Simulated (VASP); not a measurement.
# Mo (Im-3m) in VASP: single point with r2SCAN

Aim: the single point of Mo with r2SCAN.

All numbers are computed with VASP 6.6.1; they aren't measurements. Logs are shortened: lines on timing, memory, paths and dates and some standing lists are left out, and cuts for length are marked.

### 1 The cell of the first run

It takes space group Im-3m (No. 229, cubic). The conventional cell has a = 3.153 Å, b = 3.153 Å, c = 3.153 Å, α = 90.00°, β = 90.00°, γ = 90.00°. Mo (site symmetry m-3m) has 14 Mo at 2.73 to 3.15 Å within 3.6 Å.

### 2 Single point, r2SCAN

POSCAR reads:

```
Mo
1.0
   -1.5764210569      1.5764210569      1.5764210569
    1.5764210569     -1.5764210569      1.5764210569
    1.5764210569      1.5764210569     -1.5764210569
Mo
1
Direct
    0.0000000000      0.0000000000      0.0000000000
```

INCAR.step1 reads:

```
PREC = Accurate
ENCUT = 520
ISMEAR = -1
SIGMA = 0.1
LREAL = False
LASPH = True
NELM = 60
NBANDS = 13
GGA = PE
ALGO = Normal
EDIFF = 1E-4
LWAVE = True
LCHARG = False
```

INCAR.step2 reads:

```
PREC = Accurate
ENCUT = 520
EDIFF = 1E-6
ISMEAR = -1
SIGMA = 0.1
LREAL = False
LASPH = True
NELM = 60
ALGO = Normal
ISIF = 2
LWAVE = False
LCHARG = False
METAGGA = R2SCAN
LMIXTAU = True
NBANDS = 13
ISTART = 1
```

KPOINTS reads:

```
regular mesh
0
Gamma
  23 23 23
```

Potentials or basis: VASP PAW PBE potentials, release 64 (Mo_sv).

Command:

```bash
cat potpaw_PBE.64/Mo_sv/POTCAR > POTCAR
cp INCAR.step1 INCAR
mpirun -np 1 vasp_std > vasp.out
cp INCAR.step2 INCAR
mpirun -np 1 vasp_std > vasp.out
```

OUTCAR:

```text
PREC = Accurate
   ENCUT = 520
   EDIFF = 1E-6
   ISMEAR = -1
   LREAL = False
   LASPH = True
   NELM = 60
   ISIF = 2
   METAGGA = R2SCAN
   ISTART = 1

 ion  position               nearest neighbor table
   1  0.000  0.000  0.000-

  LATTYP: Found a body centered cubic cell.
 ALAT       =     3.1528421138

  Lattice vectors:

 A1 = (  -1.5764210569,   1.5764210569,   1.5764210569)
 A2 = (   1.5764210569,  -1.5764210569,   1.5764210569)
 A3 = (   1.5764210569,   1.5764210569,  -1.5764210569)

Analysis of symmetry for initial positions (statically):
=====================================================================
 Subroutine PRICEL returns:
 Original cell was already a primitive cell.

 Routine SETGRP: Setting up the symmetry group for a
 body centered cubic supercell.

 Subroutine GETGRP returns: Found 48 space group operations
 (whereof 48 operations were pure point group operations)
 out of a pool of 48 trial point group operations.

The static configuration has the point symmetry O_h .

Analysis of symmetry for dynamics (positions and initial velocities):
=====================================================================
 Subroutine PRICEL returns:
 Original cell was already a primitive cell.

 Routine SETGRP: Setting up the symmetry group for a
 body centered cubic supercell.

 Subroutine GETGRP returns: Found 48 space group operations
 (whereof 48 operations were pure point group operations)
 out of a pool of 48 trial point group operations.

The dynamic configuration has the point symmetry O_h .

 Subroutine INISYM returns: Found 48 space group operations
 (whereof 48 operations are pure point group operations),
 and found     1 'primitive' translations

----------------------------------------------------------------------------------------

                                     Primitive cell

  volume of cell :      15.6703

  direct lattice vectors                    reciprocal lattice vectors
    -1.576421057  1.576421057  1.576421057     0.000000000  0.317174144  0.317174144
     1.576421057 -1.576421057  1.576421057     0.317174144  0.000000000  0.317174144
     1.576421057  1.576421057 -1.576421057     0.317174144  0.317174144  0.000000000

  length of vectors
     2.730441365  2.730441365  2.730441365     0.448551977  0.448551977  0.448551977

  position of ions in fractional coordinates (direct lattice)
     0.000000000  0.000000000  0.000000000

  ion indices of the primitive-cell ions
[... 75 lines left out ...]
   LREAL  =      F    real-space projection
   EDIFFG = 0.1E-04   stopping-criterion for IOM
   NSW    =      0    number of steps for IOM
   IBRION =     -1    ionic relax: 0-MD 1-quasi-New 2-CG
   NFREE  =      0    steps in history (QN), initial steepest desc. (CG)
   ISIF   =      2    stress and relaxation
   ISYM   =      2    0-nonsym 1-usesym 2-fastsym
   POTIM  = 0.5000    time-step for ionic-motion
   TEBEG  =    0.0;   TEEND  =   0.0 temperature during run
   PSTRESS=    0.0 pullay stress
   NELECT =      14.0000    total number of electrons
   NUPDOWN=      -1.0000    fix difference up-down
   EMIN   =  10.00;   EMAX   =-10.00  energy-range for DOS
   EFERMI =   0.00;   METHOD = LEGACY
   ISMEAR =    -1;   SIGMA  =   0.10  broadening in eV -4-tet -1-fermi 0-gaus
   EFERMI_NEDOS =   21; number of points for ismear=-14 and -15
   IALGO  =     38    algorithm
   IMIX   =      4    mixing-type and parameters
     AMIX     =   0.40;   BMIX     =  1.00
     AMIX_MAG =   1.60;   BMIX_MAG =  1.00
  volume/ion in A,a.u.               =      15.67       105.75
  Fermi-wavevector in a.u.,A,eV,Ry     =   1.576735  2.979596 33.825338  2.486092
  Thomas-Fermi vector in A             =   2.677523
   LORBIT       =      0    0 simple, 1 ext, 2 COOP (PROOUT), +10 PAW based schemes
   METAGGA = R2SCAN    functional components
   LHFCALC =     F    Hartree Fock is set to
   AEXX    =    0.0000 exact exchange contribution
   IVDW    =     0    specifies the selected vdW correction
   LEPSILON=     F    determine dielectric tensor
   LRPA    =     F    only Hartree local field effects (RPA)
 non-spin polarized calculation
  energy-cutoff  :      520.00
  volume of cell :       15.67
 maximum number of plane-waves:       435
   NGX = 11   NGY = 11   NGZ = 11

 number of electron      14.0000002 magnetization

 Free energy of the ion-electron system (eV)
  ---------------------------------------------------
  ext. energy  EPLUGINS =         0.00000000
  ---------------------------------------------------
  free energy    TOTEN  =       -26.08929744 eV

  energy without entropy =      -26.07206518  energy(sigma->0) =      -26.08068131

 E-fermi :  12.5197     XC(G=0): -14.6216

 val. band max:       12.4930492974   @ k =  -0.3043   0.3478   0.1739
 cond. band min:      12.5575881135   @ k =  -0.3478   0.3478   0.2174
 fundamental gap:      0.0645388161
 Fermi energy:        12.5197307219

 k-point     1 :       0.0000    0.0000    0.0000
  band No.  band energies     occupation
      1     -50.7165      2.00000
      2     -23.1939      2.00000
      3     -23.1939      2.00000
      4     -23.1939      2.00000
      5       4.8546      2.00000
      6      11.0906      2.00000
      7      11.0906      2.00000
      8      11.0906      2.00000
      9      14.4166      0.00000
     10      14.4166      0.00000
     11      28.0018      0.00000
     12      28.0018      0.00000
     13      28.0018      0.00000
[... 354 lines left out ...]
  band No.  band energies     occupation
      1     -50.6573      2.00000
      2     -23.5224      2.00000
      3     -23.2693      2.00000
      4     -23.2228      2.00000
      5       5.8373      2.00000
      6      10.6516      2.00000
      7      10.7778      2.00000
      8      12.1186      1.96443
      9      13.7538      0.00001
     10      14.5164      0.00000
     11      28.7133      0.00000
     12      29.4007      0.00000
     13      29.5773      0.00000

 [... further k-points ...]
[... 5 lines left out ...]
  --------------------------------------------------------------------------------------
  -------------------------------------------------------------------------------------
  Total        0.0614837      0.0614837      0.0614837      0.0000000      0.0000000      0.0000000
  in kB        6.2862811      6.2862811      6.2862811      0.0000000      0.0000000      0.0000000
  external PRESSURE =       6.2862811 kB  Pullay stress =       0.0000000 kB

 VOLUME and BASIS-vectors are now :
 -----------------------------------------------------------------------------
  energy-cutoff  :      520.00
  volume of cell :       15.67
      direct lattice vectors                 reciprocal lattice vectors
    -1.576421057  1.576421057  1.576421057     0.000000000  0.317174144  0.317174144
     1.576421057 -1.576421057  1.576421057     0.317174144  0.000000000  0.317174144
     1.576421057  1.576421057 -1.576421057     0.317174144  0.317174144  0.000000000

 POSITION                                       TOTAL-FORCE (eV/Angst)
 -----------------------------------------------------------------------------------
      0.00000      0.00000      0.00000         0.000000     -0.000000      0.000000
 -----------------------------------------------------------------------------------
    total drift:                                0.000000     -0.000000      0.000000

  FREE ENERGIE OF THE ION-ELECTRON SYSTEM (eV)
  ---------------------------------------------------
  free  energy   TOTEN  =       -26.0892974377 eV

  energy  without entropy=      -26.0720651845  energy(sigma->0) =      -26.08068131
```

OUTCAR.step1:

```text
PREC = Accurate
   ENCUT = 520
   ISMEAR = -1
   LREAL = False
   LASPH = True
   NELM = 60
[... 598 lines left out ...]
 POSITION                                       TOTAL-FORCE (eV/Angst)
 -----------------------------------------------------------------------------------
      0.00000      0.00000      0.00000        -0.000000     -0.000000     -0.000000
 -----------------------------------------------------------------------------------
    total drift:                                0.000000     -0.000000      0.000000

  FREE ENERGIE OF THE ION-ELECTRON SYSTEM (eV)
  ---------------------------------------------------
  free  energy   TOTEN  =       -10.9456565994 eV

  energy  without entropy=      -10.9261608009  energy(sigma->0) =      -10.93590870
```

It took 4.8 min on 1 thread of Intel Xeon 8259CL, shared host; peak memory 0.18 GiB.

What came out:

```yaml
Free_energy: -26.0893 eV
Pressure: 0.6 GPa
Band_gap_on_the_k_mesh: zero (band 7 reaches 16.50 eV, above the bottom of band 8 at 11.09 eV)
```

Caveat: the PAW data sets were made with another functional, which shifts forces and pressure a little.
